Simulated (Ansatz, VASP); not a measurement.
One calculation of AlC, two programs

```xyz
4
Lattice="2.6000 0.0000 0.0000 -1.3000 2.2517 0.0000 0.0000 0.0000 9.2000" Properties=species:S:1:pos:R:3 pbc="T T T"
Al    0.0000    1.5011    3.2476
Al    1.3000    0.7506    5.9524
C     0.0000    1.5011    0.0000
C     1.3000    0.7506    0.0000
```

Alike in both runs: task relaxation of cell and atoms; functional PBE; k mesh 8 × 8 × 2; occupations gaussian, width 0.2 eV; no spin polarisation.

|  | VASP | Ansatz |
| --- | --- | --- |
| version | VASP 6.6.1 | Ansatz 0.2.0 |
| potentials or method | VASP PAW PBE potentials, release 64 (Al, C), cutoff 600 eV | scalar-relativistic, plane waves, PAW |
| valence electrons in the cell | 14 | 14 |

```csv
,VASP,Ansatz,Ansatz less VASP
"gap on the k mesh at the Fermi level, each at its own relaxed structure (eV)",none,none,-
relaxed volume (Å³/atom),14.92,14.18,-0.739
relaxed cell length with the largest relative difference (Å),10.514,10.001,-0.5132
```

A gap of «none» marks a metal or a gap that the smearing closes.
